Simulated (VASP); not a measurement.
# Te (P3_121) in VASP: further runs

Runs on Te. Level: PBE. Tasks: single point.

Program: VASP 6.6.1. These are calculated values, not measurements. Logs are shortened: lines on timing, memory, paths and dates and some standing lists are left out, and cuts for length are marked.

### Step 1. The cell of the first run

The structure is trigonal, space group P3_121 (No. 152). Conventional cell: a = 4.530 Å, b = 4.530 Å, c = 5.937 Å, α = 90.00°, β = 90.00°, γ = 120.00°. Within 3.8 Å of Te (site symmetry 2) lie 6 Te at 2.89 to 3.51 Å.

### Step 2. Single point, PBE

INCAR

```
PREC = Accurate
ENCUT = 520
EDIFF = 1E-7
ISMEAR = -1
SIGMA = 0.05
LREAL = False
LASPH = True
NELM = 100
ALGO = Normal
ISIF = 2
LWAVE = False
LCHARG = True
GGA = PE
LELF = True
LVHAR = True
NBANDS = 16
```

KPOINTS

```
regular mesh
0
Gamma
  8 8 6
```

POSCAR

```
Te
1.0
    4.5302708278      0.0000000000      0.0000000000
   -2.2651354139      3.9233296229      0.0000000000
    0.0000000000      0.0000000000      5.9374277250
Te
3
Direct
    0.2684005468      1.0000000000      0.3333333333
    0.0000000000      0.2684005468      0.6666666667
    0.7315994532      0.7315994532      0.0000000000
```

Potentials or basis: VASP PAW PBE potentials, release 64 (Te).

Launch:

```console
$ cat potpaw_PBE.64/Te/POTCAR > POTCAR
$ mpirun -np 1 vasp_std > vasp.out
```

OUTCAR:

```text
PREC = Accurate
   ENCUT = 520
   EDIFF = 1E-7
   ISMEAR = -1
   LREAL = False
   LASPH = True
   NELM = 100
   ISIF = 2
   GGA = PE

 ion  position               nearest neighbor table
   1  0.268  0.000  0.333-   3 2.89   2 2.89   3 3.51   3 3.51   2 3.51   2 3.51
   2  0.000  0.268  0.667-   3 2.89   1 2.89   3 3.51   3 3.51   1 3.51   1 3.51
   3  0.732  0.732  0.000-   1 2.89   2 2.89   1 3.51   2 3.51   2 3.51   1 3.51

  LATTYP: Found a hexagonal cell.
 ALAT       =     4.5302708278
 C/A-ratio  =     1.3106120916

  Lattice vectors:

 A1 = (   4.5302708278,   0.0000000000,   0.0000000000)
 A2 = (  -2.2651354139,   3.9233296229,   0.0000000000)
 A3 = (   0.0000000000,   0.0000000000,   5.9374277250)

Analysis of symmetry for initial positions (statically):
=====================================================================
 Subroutine PRICEL returns:
 Original cell was already a primitive cell.

 Routine SETGRP: Setting up the symmetry group for a
 hexagonal supercell.

 Subroutine GETGRP returns: Found  6 space group operations
 (whereof  2 operations were pure point group operations)
 out of a pool of 24 trial point group operations.

The static configuration has the point symmetry C_2 .
 The point group associated with its full space group is D_3 .

Analysis of symmetry for dynamics (positions and initial velocities):
=====================================================================
 Subroutine PRICEL returns:
 Original cell was already a primitive cell.

 Routine SETGRP: Setting up the symmetry group for a
 hexagonal supercell.

 Subroutine GETGRP returns: Found  6 space group operations
 (whereof  2 operations were pure point group operations)
 out of a pool of 24 trial point group operations.

The dynamic configuration has the point symmetry C_2 .
 The point group associated with its full space group is D_3 .

 Subroutine INISYM returns: Found  6 space group operations
 (whereof  2 operations are pure point group operations),
 and found     1 'primitive' translations

----------------------------------------------------------------------------------------

                                     Primitive cell

  volume of cell :     105.5303

  direct lattice vectors                    reciprocal lattice vectors
     4.530270828  0.000000000  0.000000000     0.220737355  0.127442771  0.000000000
    -2.265135414  3.923329623  0.000000000     0.000000000  0.254885543  0.000000000
     0.000000000  0.000000000  5.937427725     0.000000000  0.000000000  0.168423103

  length of vectors
     4.530270828  4.530270828  5.937427725     0.254885543  0.254885543  0.168423103

  position of ions in fractional coordinates (direct lattice)
     0.268400547  0.000000000  0.333333333
     0.000000000  0.268400547  0.666666667
     0.731599453  0.731599453  0.000000000

  ion indices of the primitive-cell ions
   primitive index   ion index
                 1           1
                 2           2
                 3           3

----------------------------------------------------------------------------------------

 KPOINTS: regular mesh

Automatic generation of k-mesh.
 Grid dimensions read from file:
 generate k-points for:    8    8    6

 Generating k-lattice:

  Cartesian coordinates                     Fractional coordinates (reciprocal lattice)
     0.027592169  0.015930346  0.000000000     0.125000000  0.000000000  0.000000000
     0.000000000  0.031860693  0.000000000     0.000000000  0.125000000  0.000000000
     0.000000000  0.000000000  0.028070517     0.000000000  0.000000000  0.166666667

  Length of vectors
     0.031860693  0.031860693  0.028070517

  Shift w.r.t. Gamma in fractional coordinates (k-lattice)
     0.000000000  0.000000000  0.000000000

 Subroutine IBZKPT returns following result:
 ===========================================

 Found     50 irreducible k-points:

 Following reciprocal coordinates:
            Coordinates               Weight
  0.000000  0.000000  0.000000      1.000000
  0.125000 -0.000000  0.000000      6.000000
  0.250000 -0.000000  0.000000      6.000000
  0.375000 -0.000000  0.000000      6.000000
  0.500000 -0.000000  0.000000      3.000000
  0.125000  0.125000  0.000000      6.000000
[... 16 lines left out ...]
 -0.125000  0.500000  0.166667     12.000000
  0.250000  0.250000  0.166667     12.000000
 [... further k-points ...]
   k-points           NKPTS =     50   k-points in BZ     NKDIM =     50   number of bands    NBANDS=     16
   number of dos      NEDOS =    301   number of ions     NIONS =      3
   total plane-waves  NPLWV =  62208
   dimension x,y,z NGX =    36 NGY =   36 NGZ =   48
   dimension x,y,z NGXF=    72 NGYF=   72 NGZF=   96
   ions per type =               3
   NGX,Y,Z   is equivalent  to a cutoff of  13.21, 13.21, 13.44 a.u.
   NGXF,Y,Z  is equivalent  to a cutoff of  26.42, 26.42, 26.88 a.u.
 SYSTEM =  unknown system
   PREC   = accura    normal or accurate (medium, high low for compatibility)
   ISTART =      0    job   : 0-new  1-cont  2-samecut
   ICHARG =      2    charge: 1-file 2-atom 10-const
   ISPIN  =      1    spin polarized calculation?
   LNONCOLLINEAR =      F non collinear calculations
   LSORBIT =      F    spin-orbit coupling
   LASPH  =      T    aspherical Exc in radial PAW
   ENCUT  =  520.0 eV  38.22 Ry    6.18 a.u.   8.42  8.42 11.04*2*pi/ulx,y,z
   NELM   =    100;   NELMIN=  2; NELMDL= -5     # of ELM steps
   EDIFF  = 0.1E-06   stopping-criterion for ELM
   LREAL  =      F    real-space projection
   EDIFFG = 0.1E-05   stopping-criterion for IOM
   NSW    =      0    number of steps for IOM
   IBRION =     -1    ionic relax: 0-MD 1-quasi-New 2-CG
   NFREE  =      0    steps in history (QN), initial steepest desc. (CG)
   ISIF   =      2    stress and relaxation
   ISYM   =      2    0-nonsym 1-usesym 2-fastsym
   POTIM  = 0.5000    time-step for ionic-motion
   TEBEG  =    0.0;   TEEND  =   0.0 temperature during run
   PSTRESS=    0.0 pullay stress
   NELECT =      18.0000    total number of electrons
   NUPDOWN=      -1.0000    fix difference up-down
   EMIN   =  10.00;   EMAX   =-10.00  energy-range for DOS
   EFERMI =   0.00;   METHOD = LEGACY
   ISMEAR =    -1;   SIGMA  =   0.05  broadening in eV -4-tet -1-fermi 0-gaus
   EFERMI_NEDOS =   21; number of points for ismear=-14 and -15
   IALGO  =     38    algorithm
   IMIX   =      4    mixing-type and parameters
     AMIX     =   0.40;   BMIX     =  1.00
     AMIX_MAG =   1.60;   BMIX_MAG =  1.00
  volume/ion in A,a.u.               =      35.18       237.38
  Fermi-wavevector in a.u.,A,eV,Ry     =   0.907904  1.715690 11.215140  0.824290
  Thomas-Fermi vector in A             =   2.031767
   LORBIT       =      0    0 simple, 1 ext, 2 COOP (PROOUT), +10 PAW based schemes
   GGA     = PE    functional components
   LHFCALC =     F    Hartree Fock is set to
   AEXX    =    0.0000 exact exchange contribution
   IVDW    =     0    specifies the selected vdW correction
   LEPSILON=     F    determine dielectric tensor
   LRPA    =     F    only Hartree local field effects (RPA)
 non-spin polarized calculation
  energy-cutoff  :      520.00
  volume of cell :      105.53
 maximum number of plane-waves:      2902
 NGX is ok and might be reduce to    36
   NGX = 17   NGY = 17   NGZ = 23

 number of electron      17.9999999 magnetization

 Free energy of the ion-electron system (eV)
  ---------------------------------------------------
  ext. energy  EPLUGINS =         0.00000000
  ---------------------------------------------------
  free energy    TOTEN  =        -9.43181751 eV

  energy without entropy =       -9.43161451  energy(sigma->0) =       -9.43171601

 E-fermi :   5.7317     XC(G=0):  -8.9101

 val. band max:        5.4981104058   @ k =   0.3750   0.2500   0.5000
 cond. band min:       5.9596277074   @ k =   0.0000   0.0000   0.5000
 fundamental gap:      0.4615173016
 Fermi energy:         5.7317393629

 k-point     1 :       0.0000    0.0000    0.0000
  band No.  band energies     occupation
      1      -7.8630      2.00000
      2      -4.6933      2.00000
      3      -4.6933      2.00000
      4       2.5087      2.00000
      5       2.7782      2.00000
      6       2.7782      2.00000
[... 8 lines left out ...]
     15      11.3866      0.00000
     16      11.8186      0.00000

 k-point     2 :       0.1250   -0.0000    0.0000
  band No.  band energies     occupation
      1      -7.7646      2.00000
      2      -4.7319      2.00000
      3      -4.6722      2.00000
      4       1.8383      2.00000
      5       2.3307      2.00000
      6       2.5922      2.00000
[... 8 lines left out ...]
     15      11.5988      0.00000
     16      11.8968      0.00000

 k-point     3 :       0.2500   -0.0000    0.0000
  band No.  band energies     occupation
      1      -7.4879      2.00000
      2      -4.8950      2.00000
      3      -4.6159      2.00000
      4       1.1057      2.00000
      5       1.7628      2.00000
      6       2.2192      2.00000
[... 8 lines left out ...]
     15      11.9443      0.00000
     16      12.6616      0.00000

 k-point     4 :       0.3750   -0.0000    0.0000
  band No.  band energies     occupation
      1      -7.1135      2.00000
      2      -5.2057      2.00000
      3      -4.5528      2.00000
      4       0.8684      2.00000
      5       1.3774      2.00000
      6       1.9706      2.00000
[... 8 lines left out ...]
     15      12.9168      0.00000
     16      13.7296      0.00000

 k-point     5 :       0.5000   -0.0000    0.0000
  band No.  band energies     occupation
      1      -6.8948      2.00000
      2      -5.4136      2.00000
      3      -4.5246      2.00000
      4       0.8916      2.00000
      5       1.2766      2.00000
      6       2.0498      2.00000
[... 8 lines left out ...]
     15      13.9919      0.00000
     16      14.2981      0.00000

 k-point     6 :       0.1250    0.1250    0.0000
  band No.  band energies     occupation
      1      -7.5764      2.00000
      2      -4.8109      2.00000
      3      -4.6582      2.00000
      4       1.3436      2.00000
      5       1.6301      2.00000
      6       2.6590      2.00000
[... 8 lines left out ...]
     15      11.9590      0.00000
     16      12.3540      0.00000

 k-point     7 :       0.2500    0.1250    0.0000
  band No.  band energies     occupation
      1      -7.2438      2.00000
      2      -5.0201      2.00000
      3      -4.6482      2.00000
      4       0.9719      2.00000
      5       1.2759      2.00000
      6       2.3475      2.00000
[... 8 lines left out ...]
     15      12.6544      0.00000
     16      13.2500      0.00000

 k-point     8 :       0.3750    0.1250    0.0000
  band No.  band energies     occupation
      1      -6.9131      2.00000
      2      -5.3028      2.00000
      3      -4.6353      2.00000
      4       0.9488      2.00000
      5       1.2348      2.00000
      6       2.0912      2.00000
[... 8 lines left out ...]
     15      13.4017      0.00000
     16      13.8573      0.00000

 k-point     9 :       0.2500    0.2500    0.0000
  band No.  band energies     occupation
      1      -6.9304      2.00000
      2      -5.1356      2.00000
      3      -4.8029      2.00000
      4       1.0706      2.00000
      5       1.1016      2.00000
      6       2.3503      2.00000
[... 8 lines left out ...]
     15      12.9031      0.00000
     16      13.4966      0.00000
[... 172 lines left out ...]
 k-point    19 :       0.1250    0.1250    0.1667
  band No.  band energies     occupation
      1      -7.4839      2.00000
      2      -5.4801      2.00000
      3      -4.0408      2.00000
      4       1.4035      2.00000
      5       1.6972      2.00000
      6       2.6125      2.00000
[... 8 lines left out ...]
     15      11.9372      0.00000
     16      12.1334      0.00000

 k-point    20 :       0.2500    0.1250    0.1667
  band No.  band energies     occupation
      1      -7.1643      2.00000
      2      -5.3856      2.00000
      3      -4.3880      2.00000
      4       1.0556      2.00000
      5       1.5019      2.00000
      6       2.4333      2.00000
[... 8 lines left out ...]
     15      12.3560      0.00000
     16      12.7660      0.00000

 k-point    21 :      -0.1250    0.3750    0.1667
  band No.  band energies     occupation
      1      -7.1538      2.00000
      2      -5.4793      2.00000
      3      -4.2513      2.00000
      4       0.7555      2.00000
      5       1.3652      2.00000
      6       2.2061      2.00000
[... 8 lines left out ...]
     15      12.9018      0.00000
     16      13.4826      0.00000

 k-point    22 :       0.3750    0.1250    0.1667
  band No.  band energies     occupation
      1      -6.8471      2.00000
      2      -5.4346      2.00000
      3      -4.6004      2.00000
      4       0.9123      2.00000
      5       1.1570      2.00000
      6       2.1375      2.00000
[... 8 lines left out ...]
     15      12.9280      0.00000
     16      13.3537      0.00000

 k-point    23 :      -0.1250    0.5000    0.1667
  band No.  band energies     occupation
      1      -6.8322      2.00000
      2      -5.5336      2.00000
      3      -4.4774      2.00000
      4       0.6316      2.00000
      5       1.1460      2.00000
      6       2.0298      2.00000
[... 8 lines left out ...]
     15      13.0482      0.00000
     16      14.0890      0.00000

 k-point    24 :       0.2500    0.2500    0.1667
  band No.  band energies     occupation
      1      -6.8548      2.00000
      2      -5.4248      2.00000
      3      -4.5889      2.00000
      4       0.7054      2.00000
      5       1.3291      2.00000
      6       2.1972      2.00000
[... 8 lines left out ...]
     15      13.0531      0.00000
     16      13.4679      0.00000

 [... further k-points ...]
[... 5 lines left out ...]
  --------------------------------------------------------------------------------------
  -------------------------------------------------------------------------------------
  Total       -0.0450236     -0.0450236      0.0414784     -0.0000000      0.0000000      0.0000000
  in kB       -0.6835557     -0.6835557      0.6297313     -0.0000000      0.0000000      0.0000000
  external PRESSURE =      -0.2457934 kB  Pullay stress =       0.0000000 kB

 VOLUME and BASIS-vectors are now :
 -----------------------------------------------------------------------------
  energy-cutoff  :      520.00
  volume of cell :      105.53
      direct lattice vectors                 reciprocal lattice vectors
     4.530270828  0.000000000  0.000000000     0.220737355  0.127442771  0.000000000
    -2.265135414  3.923329623  0.000000000     0.000000000  0.254885543  0.000000000
     0.000000000  0.000000000  5.937427725     0.000000000  0.000000000  0.168423103

 POSITION                                       TOTAL-FORCE (eV/Angst)
 -----------------------------------------------------------------------------------
      1.21593      0.00000      1.97914        -0.002525      0.000000     -0.000000
     -0.60796      1.05302      3.95829         0.001263     -0.002187      0.000000
      1.65717      2.87031      0.00000         0.001263      0.002187     -0.000000
 -----------------------------------------------------------------------------------
    total drift:                                0.000000     -0.000000      0.000000

  FREE ENERGIE OF THE ION-ELECTRON SYSTEM (eV)
  ---------------------------------------------------
  free  energy   TOTEN  =        -9.4318175067 eV

  energy  without entropy=       -9.4316145085  energy(sigma->0) =       -9.43171601
```

Wall time 73 s (1 thread of Intel Xeon 6975P-C, shared host); peak memory 0.27 GiB.

Results:

| Property | Result |
| --- | --- |
| Free energy | -9.4318 eV |
| Pressure | 0.0 GPa |
| Band gap on the k mesh | 0.46 eV, indirect (least direct gap 0.58 eV) |

Forces in eV/Å, atoms in the order of the input:
```
Te  -0.003  0.000  0.000
Te   0.001 -0.002  0.000
Te   0.001  0.002  0.000
```

Stress tensor (GPa, compression positive):
```
-0.07  0.00  0.00
 0.00 -0.07  0.00
 0.00  0.00  0.06
```

Caveat: spin-orbit coupling is left out, which moves the levels of the heavy elements. A k mesh can miss the band edges.

### Step 3. Single point, PBE

INCAR

```
SYSTEM = Te
PREC = Accurate
ENCUT = 520
EDIFF = 1E-7
ISMEAR = -1
SIGMA = 0.01
LREAL = .False.
LASPH = .True.
NELM = 60
ALGO = Normal
ISIF = 2
LWAVE = .False.
LCHARG = .False.
GGA = PE
NBANDS = 16
```

KPOINTS

```
Automatic mesh
0
Gamma
  8 8 6
  0 0 0
```

POSCAR is that of step 2.

Potentials or basis: VASP PAW PBE potentials, release 64 (Te).

Launch:

```console
$ cat potpaw_PBE.64/Te/POTCAR > POTCAR
$ mpirun -np 1 vasp_std > vasp.out
```

OUTCAR:

```text
SYSTEM = Te
   PREC = Accurate
   ENCUT = 520
   EDIFF = 1E-7
   ISMEAR = -1
   LREAL = .False.
   LASPH = .True.
   NELM = 60
   ISIF = 2
   GGA = PE

 ion  position               nearest neighbor table
   1  0.268  0.000  0.333-   3 2.89   2 2.89   3 3.51   3 3.51   2 3.51   2 3.51
   2  0.000  0.268  0.667-   3 2.89   1 2.89   3 3.51   3 3.51   1 3.51   1 3.51
   3  0.732  0.732  0.000-   1 2.89   2 2.89   1 3.51   2 3.51   2 3.51   1 3.51

  LATTYP: Found a hexagonal cell.
 ALAT       =     4.5302708278
 C/A-ratio  =     1.3106120916

  Lattice vectors:

[... 633 lines left out ...]
      6       2.1972      2.00000
[... 8 lines left out ...]
     15      13.0531      0.00000
     16      13.4679      0.00000

 [... further k-points ...]
[... 5 lines left out ...]
  --------------------------------------------------------------------------------------
  -------------------------------------------------------------------------------------
  Total       -0.0452662     -0.0452662      0.0424159     -0.0000000      0.0000000     -0.0000000
  in kB       -0.6872376     -0.6872376      0.6439650     -0.0000000      0.0000000     -0.0000000
  external PRESSURE =      -0.2435034 kB  Pullay stress =       0.0000000 kB

 VOLUME and BASIS-vectors are now :
 -----------------------------------------------------------------------------
  energy-cutoff  :      520.00
  volume of cell :      105.53
      direct lattice vectors                 reciprocal lattice vectors
     4.530270828  0.000000000  0.000000000     0.220737355  0.127442771  0.000000000
    -2.265135414  3.923329623  0.000000000     0.000000000  0.254885543  0.000000000
     0.000000000  0.000000000  5.937427725     0.000000000  0.000000000  0.168423103

 POSITION                                       TOTAL-FORCE (eV/Angst)
 -----------------------------------------------------------------------------------
      1.21593      0.00000      1.97914        -0.002869      0.000000     -0.000000
     -0.60796      1.05302      3.95829         0.001435     -0.002485      0.000000
      1.65717      2.87031      0.00000         0.001435      0.002485     -0.000000
 -----------------------------------------------------------------------------------
    total drift:                                0.000000     -0.000000      0.000000

  FREE ENERGIE OF THE ION-ELECTRON SYSTEM (eV)
  ---------------------------------------------------
  free  energy   TOTEN  =        -9.4317864060 eV

  energy  without entropy=       -9.4317864060  energy(sigma->0) =       -9.43178641
```

stdout:

```text
POSCAR found type information on POSCAR Te
 POSCAR found :  1 types and       3 ions
 scaLAPACK will be used
 LDA part: xc-table for (Slater+PW92), standard interpolation
 POSCAR, INCAR and KPOINTS ok, starting setup
 FFT: planning ... GRIDC
 FFT: planning ... GRID_SOFT
 FFT: planning ... GRID
 WAVECAR not read
 entering main loop
```

Run time: 73 s. Hardware: 1 thread of Intel Xeon 6975P-C, shared host; peak memory 0.26 GiB.

What came out:

* Free energy: -9.4318 eV
* Pressure: 0.0 GPa
* Band gap on the k mesh: 0.46 eV, indirect (least direct gap 0.58 eV)

Forces on the atoms (eV/Å):
```
Te  -0.003  0.000  0.000
Te   0.001 -0.002  0.000
Te   0.001  0.002  0.000
```

Caveat: spin-orbit coupling is left out, which moves the levels of the heavy elements. A k mesh can miss the band edges.

[end of part 1 of 2]
